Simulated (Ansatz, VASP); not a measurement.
## One calculation of In, two programs

```
In
1.0
     3.33139    0.00000    0.00000
    -1.66570    2.88507    0.00000
     0.00000    0.00000    5.44017
In
2
Direct
  0.33333 0.66667 0.25000
  0.66667 0.33333 0.75000
```

Alike in both runs: task relaxation of cell and atoms; functional LDA; k mesh 11 × 11 × 6; occupations fermi-dirac, width 0.1 eV; no spin polarisation.

|  | VASP | Ansatz |
| --- | --- | --- |
| version | VASP 6.6.1 | Ansatz 0.2.0 |
| potentials or method | VASP PAW LDA potentials, release 64 (In_d), cutoff 600 eV | plane waves (420 eV) with PAW, scalar-relativistic |
| valence electrons in the cell | 26 | 26 |

Ansatz gave:

```
relaxed volume (Å³/atom)                                     : 24.73
relaxed cell length with the largest relative difference (Å) : 5.329
```

What did VASP give for the same quantities?

Relaxed volume (Å³/atom): 24.77; relaxed cell length with the largest relative difference (Å): 5.336.

Ansatz warns that its potentials were made for another functional, while VASP's fit it. LDA's correlation is that of Perdew and Zunger in VASP and of Perdew and Wang (1992) in Ansatz.
